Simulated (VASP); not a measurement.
# AlN (F-43m) in VASP: further runs

The runs below take AlN through single point, relaxation of cell and atoms, with PBE.

Program: VASP 6.6.1. These are calculated values, not measurements. Logs are shortened: lines on timing, memory, paths and dates and some standing lists are left out, and cuts for length are marked.

**1. The cell of the first run**

It takes space group F-43m (No. 216, cubic). Conventional cell: a = 4.368 Å, b = 4.368 Å, c = 4.368 Å, α = 90.00°, β = 90.00°, γ = 90.00°. Within 2.5 Å of Al (site symmetry -43m) lie 4 N at 1.89 Å. N (site symmetry -43m) has 4 Al at 1.89 Å within 2.5 Å.

**2. Single point, PBE**

File INCAR:

```
SYSTEM = AlN
  PREC = Accurate
  ENCUT = 520
  EDIFF = 1E-6
  ISMEAR = 0
  SIGMA = 0.1
  LREAL = .FALSE.
  LASPH = .TRUE.
  NELM = 80
  ALGO = Normal
  ISIF = 2
  LWAVE = .FALSE.
  LCHARG = .FALSE.
  GGA = PE
  NBANDS = 11
```

File KPOINTS:

```
Automatic mesh
0
G
  6 6 6
  0 0 0
```

File POSCAR:

```
AlN
1.0
    0.0000000000      2.1839935800      2.1839935800
    2.1839935800      0.0000000000      2.1839935800
    2.1839935800      2.1839935800      0.0000000000
Al N
1 1
Direct
    0.0000000000      0.0000000000      0.0000000000
    0.2500000000      0.2500000000      0.2500000000
```

Potentials or basis: VASP PAW PBE potentials, release 64 (Al, N).

On the command line:

```sh
cat potpaw_PBE.64/Al/POTCAR potpaw_PBE.64/N/POTCAR > POTCAR
mpirun -np 1 vasp_std > vasp.out
```

OUTCAR:

```text
SYSTEM = AlN
   PREC = Accurate
   ENCUT = 520
   EDIFF = 1E-6
   ISMEAR = 0
   LREAL = .FALSE.
   LASPH = .TRUE.
   NELM = 80
   ISIF = 2
   GGA = PE

 ion  position               nearest neighbor table
   1  0.000  0.000  0.000-   2 1.89   2 1.89   2 1.89   2 1.89
   2  0.250  0.250  0.250-   1 1.89   1 1.89   1 1.89   1 1.89

  LATTYP: Found a face centered cubic cell.
 ALAT       =     4.3679871600

  Lattice vectors:

 A1 = (   0.0000000000,   2.1839935800,   2.1839935800)
 A2 = (   2.1839935800,   0.0000000000,   2.1839935800)
 A3 = (   2.1839935800,   2.1839935800,   0.0000000000)

Analysis of symmetry for initial positions (statically):
=====================================================================
 Subroutine PRICEL returns:
 Original cell was already a primitive cell.

 Routine SETGRP: Setting up the symmetry group for a
 face centered cubic supercell.

 Subroutine GETGRP returns: Found 24 space group operations
 (whereof 24 operations were pure point group operations)
 out of a pool of 48 trial point group operations.

The static configuration has the point symmetry T_d .

Analysis of symmetry for dynamics (positions and initial velocities):
=====================================================================
 Subroutine PRICEL returns:
 Original cell was already a primitive cell.

 Routine SETGRP: Setting up the symmetry group for a
 face centered cubic supercell.

 Subroutine GETGRP returns: Found 24 space group operations
 (whereof 24 operations were pure point group operations)
 out of a pool of 48 trial point group operations.

The dynamic configuration has the point symmetry T_d .

 Subroutine INISYM returns: Found 24 space group operations
 (whereof 24 operations are pure point group operations),
 and found     1 'primitive' translations

----------------------------------------------------------------------------------------

                                     Primitive cell

  volume of cell :      20.8345

  direct lattice vectors                    reciprocal lattice vectors
     0.000000000  2.183993580  2.183993580    -0.228938402  0.228938402  0.228938402
     2.183993580  0.000000000  2.183993580     0.228938402 -0.228938402  0.228938402
     2.183993580  2.183993580  0.000000000     0.228938402  0.228938402 -0.228938402

  length of vectors
     3.088633341  3.088633341  3.088633341     0.396532944  0.396532944  0.396532944

  position of ions in fractional coordinates (direct lattice)
     0.000000000  0.000000000  0.000000000
[... 76 lines left out ...]
   ISYM   =      2    0-nonsym 1-usesym 2-fastsym
   POTIM  = 0.5000    time-step for ionic-motion
   TEBEG  =    0.0;   TEEND  =   0.0 temperature during run
   PSTRESS=    0.0 pullay stress
   NELECT =       8.0000    total number of electrons
   NUPDOWN=      -1.0000    fix difference up-down
   EMIN   =  10.00;   EMAX   =-10.00  energy-range for DOS
   EFERMI =   0.00;   METHOD = LEGACY
   ISMEAR =     0;   SIGMA  =   0.10  broadening in eV -4-tet -1-fermi 0-gaus
   EFERMI_NEDOS =   21; number of points for ismear=-14 and -15
   IALGO  =     38    algorithm
   IMIX   =      4    mixing-type and parameters
     AMIX     =   0.40;   BMIX     =  1.00
     AMIX_MAG =   1.60;   BMIX_MAG =  1.00
  volume/ion in A,a.u.               =      10.42        70.30
  Fermi-wavevector in a.u.,A,eV,Ry     =   1.189899  2.248583 19.263943  1.415860
  Thomas-Fermi vector in A             =   2.325996
   LORBIT       =      0    0 simple, 1 ext, 2 COOP (PROOUT), +10 PAW based schemes
   GGA     = PE    functional components
   LHFCALC =     F    Hartree Fock is set to
   AEXX    =    0.0000 exact exchange contribution
   IVDW    =     0    specifies the selected vdW correction
   LEPSILON=     F    determine dielectric tensor
   LRPA    =     F    only Hartree local field effects (RPA)
 non-spin polarized calculation
 Gauss-broadening in eV      SIGMA  =   0.10
  energy-cutoff  :      520.00
  volume of cell :       20.83
 maximum number of plane-waves:       568
   NGX = 11   NGY = 11   NGZ = 11

 number of electron       8.0000000 magnetization

 Free energy of the ion-electron system (eV)
  ---------------------------------------------------
  ext. energy  EPLUGINS =         0.00000000
  ---------------------------------------------------
  free energy    TOTEN  =       -14.83861393 eV

  energy without entropy =      -14.83861393  energy(sigma->0) =      -14.83861393

 E-fermi :   6.4275     XC(G=0): -10.9331

 val. band max:        5.9723685353   @ k =   0.0000   0.0000   0.0000
 cond. band min:       9.2881586220   @ k =   0.5000   0.5000   0.0000
 fundamental gap:      3.3157900867
 Fermi energy:         6.4275466882

 k-point     1 :       0.0000    0.0000    0.0000
  band No.  band energies     occupation
      1      -9.0089      2.00000
      2       5.9724      2.00000
      3       5.9724      2.00000
      4       5.9724      2.00000
      5      10.1674      0.00000
      6      18.5307      0.00000
      7      18.5307      0.00000
      8      18.5307      0.00000
      9      23.6591      0.00000
     10      23.6591      0.00000
     11      25.0611      0.00000
[... 197 lines left out ...]
 k-point    16 :      -0.3333    0.5000    0.1667
  band No.  band energies     occupation
      1      -6.2829      2.00000
      2       1.6591      2.00000
      3       3.1932      2.00000
      4       3.4710      2.00000
      5      11.2191      0.00000
      6      16.2859      0.00000
      7      18.9567      0.00000
      8      18.9961      0.00000
      9      22.5455      0.00000
     10      26.1878      0.00000
     11      30.5485      0.00000

------------------------ aborting loop because EDIFF is reached ----------------------------------------

  FORCE on cell =-STRESS in cart. coord.  units (eV):
  Direction    XX          YY          ZZ          XY          YZ          ZX
  --------------------------------------------------------------------------------------
  -------------------------------------------------------------------------------------
  Total        0.5953340      0.5953340      0.5953340      0.0000000      0.0000000      0.0000000
  in kB       45.7812035     45.7812035     45.7812035      0.0000000      0.0000000      0.0000000
  external PRESSURE =      45.7812035 kB  Pullay stress =       0.0000000 kB

 VOLUME and BASIS-vectors are now :
 -----------------------------------------------------------------------------
  energy-cutoff  :      520.00
  volume of cell :       20.83
      direct lattice vectors                 reciprocal lattice vectors
     0.000000000  2.183993580  2.183993580    -0.228938402  0.228938402  0.228938402
     2.183993580  0.000000000  2.183993580     0.228938402 -0.228938402  0.228938402
     2.183993580  2.183993580  0.000000000     0.228938402  0.228938402 -0.228938402

 POSITION                                       TOTAL-FORCE (eV/Angst)
 -----------------------------------------------------------------------------------
      0.00000      0.00000      0.00000        -0.000000     -0.000000     -0.000000
      1.09200      1.09200      1.09200         0.000000      0.000000      0.000000
 -----------------------------------------------------------------------------------
    total drift:                                0.000000      0.000000      0.000000

  FREE ENERGIE OF THE ION-ELECTRON SYSTEM (eV)
  ---------------------------------------------------
  free  energy   TOTEN  =       -14.8386139252 eV

  energy  without entropy=      -14.8386139252  energy(sigma->0) =      -14.83861393
```

It took 1.8 s on 1 thread of Intel Xeon 6975P-C (Granite Rapids), shared host; peak memory 0.12 GiB.

What came out:

| Quantity | Value |
| --- | --- |
| Free energy | -14.8386 eV |
| Pressure | 4.6 GPa |
| Band gap on the k mesh | 3.32 eV, indirect (least direct gap 4.20 eV) |

A k mesh can miss the band edges. As with any semilocal functional, this PBE gap is likely too small.

**3. Single point, PBE**

This run uses another cell than the first one, of 10.66 Å³/atom, 1.023 times its volume.

File INCAR:

```
SYSTEM = AlN
PREC = Accurate
ENCUT = 520
EDIFF = 1E-6
ISMEAR = 0
SIGMA = 0.1
LREAL = .False.
LASPH = .True.
NELM = 100
ALGO = Normal
ISIF = 2
LWAVE = .False.
LCHARG = .False.
GGA = PE
NBANDS = 11
```

File KPOINTS:

```
regular mesh
0
Gamma
  6 6 6
  0 0 0
```

File POSCAR:

```
AlN
1.0
    0.0000000000      2.2007877462      2.2007877462
    2.2007877462      0.0000000000      2.2007877462
    2.2007877462      2.2007877462      0.0000000000
Al N
1 1
Direct
    0.0000000000      0.0000000000      0.0000000000
    0.2500000000      0.2500000000      0.2500000000
```

Potentials or basis: VASP PAW PBE potentials, release 64 (Al, N).

On the command line:

```sh
cat potpaw_PBE.64/Al/POTCAR potpaw_PBE.64/N/POTCAR > POTCAR
mpirun -np 1 vasp_std > vasp.out
```

Wall time 1.8 s (1 thread of Intel Xeon 6975P-C (Granite Rapids), shared host); peak memory 0.13 GiB.

The run converged. Its results:

```yaml
Free_energy: -14.8456 eV
Pressure: -0.1 GPa
Band_gap_on_the_k_mesh: 3.30 eV, indirect (least direct gap 3.99 eV)
```

Levels at points of the mesh, in eV from the valence-band top:
```tsv
k point	band 1	band 2	band 3	band 4	band 5	band 6	band 7	band 8
(0.00, 0.00, 0.00)	-14.85	0.00	0.00	0.00	3.99	12.33	12.33	12.33
(0.50, 0.00, 0.00)	-12.87	-5.76	-0.48	-0.48	7.17	9.71	11.00	11.00
(0.50, 0.50, 0.00)	-12.25	-4.83	-1.75	-1.75	3.30	8.47	13.65	15.45
```

A k mesh can miss the band edges. PBE gaps usually lie below the measured ones, often by a third to a half.

**4. Single point, PBE**

This run uses another cell than the first one, of 10.67 Å³/atom, 1.024 times its volume.

File INCAR:

```
SYSTEM = AlN
PREC = Accurate
ENCUT = 520
EDIFF = 1E-6
ISMEAR = 0
SIGMA = 0.02
LREAL = .FALSE.
LASPH = .TRUE.
NELM = 60
ALGO = Normal
ISIF = 2
LWAVE = .FALSE.
LCHARG = .TRUE.
GGA = PE
LELF = .TRUE.
LVHAR = .TRUE.
NBANDS = 11
```

File KPOINTS:

```
regular mesh
0
G
  10 10 10
  0 0 0
```

File POSCAR:

```
AlN
1.0
    0.0000000000      2.2015800897      2.2015800897
    2.2015800897      0.0000000000      2.2015800897
    2.2015800897      2.2015800897      0.0000000000
Al N
1 1
Direct
    0.0000000000      0.0000000000      0.0000000000
    0.7500000000      0.7500000000      0.7500000000
```

On the command line:

```sh
cat potpaw_PBE.64/Al/POTCAR potpaw_PBE.64/N/POTCAR > POTCAR
mpirun -np 1 vasp_std > vasp.out
```

Run time: 3.5 s. Hardware: 1 thread of Intel Xeon 6975P-C (Granite Rapids), shared host; peak memory 0.14 GiB.

The run converged. Its results:

| Item | Value |
| --- | --- |
| Free energy | -14.8474 eV |
| Pressure | -0.3 GPa |
| Band gap on the k mesh | 3.30 eV, indirect (least direct gap 3.98 eV) |

Levels at points of the mesh, in eV from the valence-band top:
| k point | band 2 | band 3 | band 4 | band 5 | band 6 | band 7 |
| --- | --- | --- | --- | --- | --- | --- |
| (0.00, 0.00, 0.00) | 0.00 | 0.00 | 0.00 | 3.98 | 12.32 | 12.32 |
| (0.50, 0.00, 0.00) | -5.75 | -0.48 | -0.48 | 7.16 | 9.70 | 11.00 |
| (0.50, 0.50, 0.00) | -4.83 | -1.75 | -1.75 | 3.30 | 8.47 | 13.64 |

A k mesh can miss the band edges. Expect the measured gap to be larger: semilocal functionals such as PBE lack the derivative discontinuity.

**5. Relaxation of cell and atoms, PBE**

File INCAR:

```
PREC = Accurate ; ENCUT = 600
EDIFF = 1E-6 ; ISMEAR = 0
SIGMA = 0.1 ; LREAL = False
LASPH = True ; NELM = 60
ALGO = Normal ; ISIF = 3
LWAVE = False ; LCHARG = False
GGA = PE ; IBRION = 2
NSW = 90 ; EDIFFG = -0.04
```

File KPOINTS:

```
Automatic mesh
0
Gamma
  6 6 6
```

File POSCAR:

```
AlN
1.0
    0.0000000000      2.1839935800      2.1839935800
    2.1839935800      0.0000000000      2.1839935800
    2.1839935800      2.1839935800      0.0000000000
Al N
1 1
Direct
    0.0000000000      0.0000000000      0.0000000000
    0.2500000000      0.2500000000      0.2500000000
```

On the command line:

```sh
cat potpaw_PBE.64/Al/POTCAR potpaw_PBE.64/N/POTCAR > POTCAR
mpirun -np 1 vasp_std > vasp.out
```

Run time: 5.1 s. Hardware: 1 thread of Intel Xeon 6975P-C (Granite Rapids), shared host; peak memory 0.14 GiB.

Results (log left out):

```yaml
Free_energy: -14.8465 eV
Relaxed_volume: 10.65 Å³/atom
Relaxed_cell: a = 3.112 Å, b = 3.112 Å, c = 3.112 Å, α = 60.00°, β = 60.00°, γ = 60.00°
Space_group_after_relaxing_to_0.05_Å: F-43m (No. 216)
Energy_gained_by_relaxing: 3.2 meV/atom
Ionic_steps: 3
Pressure_after_relaxing: 0.0 GPa
Band_gap_on_the_k_mesh: 3.30 eV, indirect (least direct gap 4.00 eV)
```

The path:
```csv
step,energy change (eV),largest force (eV/Å),pressure (GPa),volume (Å³)
1,0.0000,0.0000,4.47,20.83
2,-0.0014,0.0000,-3.69,21.72
3,-0.0064,0.0000,0.00,21.30
```

Final structure:
```yaml
crystal:
  lattice:
    - [0.00000, 2.20018, 2.20018]
    - [2.20018, 0.00000, 2.20018]
    - [2.20018, 2.20018, 0.00000]
  atoms:
    - { symbol: Al, position: [0.00000, 0.00000, 0.00000] }
    - { symbol: N, position: [0.25000, 0.25000, 0.25000] }
```

Levels at points of the mesh, in eV from the valence-band top:
| k point | band 1 | band 2 | band 3 | band 4 | band 5 | band 6 | band 7 | band 8 |
| --- | --- | --- | --- | --- | --- | --- | --- | --- |
| (0.00, 0.00, 0.00) | -14.85 | 0.00 | 0.00 | 0.00 | 4.00 | 12.34 | 12.34 | 12.34 |
| (0.50, 0.00, 0.00) | -12.87 | -5.76 | -0.48 | -0.48 | 7.18 | 9.71 | 11.01 | 11.01 |
| (0.50, 0.50, 0.00) | -12.26 | -4.84 | -1.75 | -1.75 | 3.30 | 8.48 | 13.66 | 15.46 |

**6. Relaxation of cell and atoms, PBE**

This run uses another cell than the first one, of 10.66 Å³/atom, 1.023 times its volume.

File INCAR:

```
SYSTEM = AlN
ALGO     = Normal         ! electronic algorithm
EDIFF    = 1E-6           ! SCF threshold, eV
EDIFFG   = -0.01          ! ionic threshold
ENCUT    = 600            ! plane-wave cutoff, eV
GGA      = PE             ! functional
IBRION   = 2              ! ionic algorithm
ISIF     = 3              ! what is computed and relaxed
ISMEAR   = 0              ! smearing method
LASPH    = .True.         ! aspherical terms in the spheres
LCHARG   = .False.        ! write CHGCAR
LREAL    = .False.        ! projectors in reciprocal space
LWAVE    = .False.        ! write WAVECAR
NELM     = 60             ! most SCF steps
NSW      = 100            ! ionic steps
PREC     = Accurate       ! precision mode
SIGMA    = 0.02           ! smearing width, eV
```

File KPOINTS:

```
k-points
0
Gamma
  10 10 10
  0 0 0
```

File POSCAR:

```
AlN
1.0
    0.0000000000      2.2007877462      2.2007877462
    2.2007877462      0.0000000000      2.2007877462
    2.2007877462      2.2007877462      0.0000000000
Al N
1 1
Direct
    0.0000000000      0.0000000000      0.0000000000
    0.7500000000      0.7500000000      0.7500000000
```

Potentials or basis: VASP PAW PBE potentials, release 64 (Al, N).

On the command line:

```sh
cat potpaw_PBE.64/Al/POTCAR potpaw_PBE.64/N/POTCAR > POTCAR
mpirun -np 1 vasp_std > vasp.out
```

Run time: 7.4 s. Hardware: 1 thread of Intel Xeon 6975P-C (Granite Rapids), shared host; peak memory 0.15 GiB.

Results (log left out):

```yaml
Free_energy: -14.8489 eV
Relaxed_volume: 10.65 Å³/atom
Relaxed_cell: a = 3.111 Å, b = 3.111 Å, c = 3.111 Å, α = 60.00°, β = 60.00°, γ = 60.00°
Space_group_after_relaxing_to_0.05_Å: F-43m (No. 216)
Energy_gained_by_relaxing: 0.0 meV/atom
Ionic_steps: 3
Pressure_after_relaxing: 0.0 GPa
Band_gap_on_the_k_mesh: 3.31 eV, indirect (least direct gap 4.00 eV)
```

Final structure:
```
CELL_PARAMETERS angstrom
0.00000 2.20008 2.20008
2.20008 0.00000 2.20008
2.20008 2.20008 0.00000
ATOMIC_POSITIONS crystal
Al 0.00000 0.00000 0.00000
N 0.75000 0.75000 0.75000
```

Levels at points of the mesh, in eV from the valence-band top:
```csv
k point,band 1,band 2,band 3,band 4,band 5,band 6,band 7,band 8
"(0.00, 0.00, 0.00)",-14.86,0.00,0.00,0.00,4.00,12.34,12.34,12.34
"(0.50, 0.00, 0.00)",-12.87,-5.76,-0.48,-0.48,7.18,9.71,11.01,11.01
"(0.50, 0.50, 0.00)",-12.26,-4.84,-1.75,-1.75,3.31,8.48,13.66,15.46
```

A k mesh can miss the band edges. PBE gaps usually lie below the measured ones, often by a third to a half.

**7. Overview**

| task | cell | k mesh | cutoff (eV) | smearing | gap on the mesh (eV) | pressure (GPa) | relaxed volume (Å³/atom) |
| --- | --- | --- | --- | --- | --- | --- | --- |
| single point | a = 3.089 Å, angles 60.0°, 2 atoms | 6 × 6 × 6 | 520 | gaussian 0.1 eV | 3.32 | 4.6 | - |
| single point | a = 3.112 Å, angles 60.0°, 2 atoms | 6 × 6 × 6 | 520 | gaussian 0.1 eV | 3.30 | -0.1 | - |
| single point | a = 3.114 Å, angles 60.0°, 2 atoms | 10 × 10 × 10 | 520 | gaussian 0.02 eV | 3.30 | -0.3 | - |
| relaxation of cell and atoms | relaxed from a = 3.089 Å, angles 60.0°, 2 atoms | 6 × 6 × 6 | 600 | gaussian 0.1 eV | 3.30 | 0.0 | 10.65 |
| relaxation of cell and atoms | relaxed from a = 3.112 Å, angles 60.0°, 2 atoms | 10 × 10 × 10 | 600 | gaussian 0.02 eV | 3.31 | 0.0 | 10.65 |

Alike in all rows: level PBE; potentials or basis VASP PAW PBE potentials, release 64 (Al, N); no spin polarisation.

Absolute energies hang on the potentials; compare differences alone.
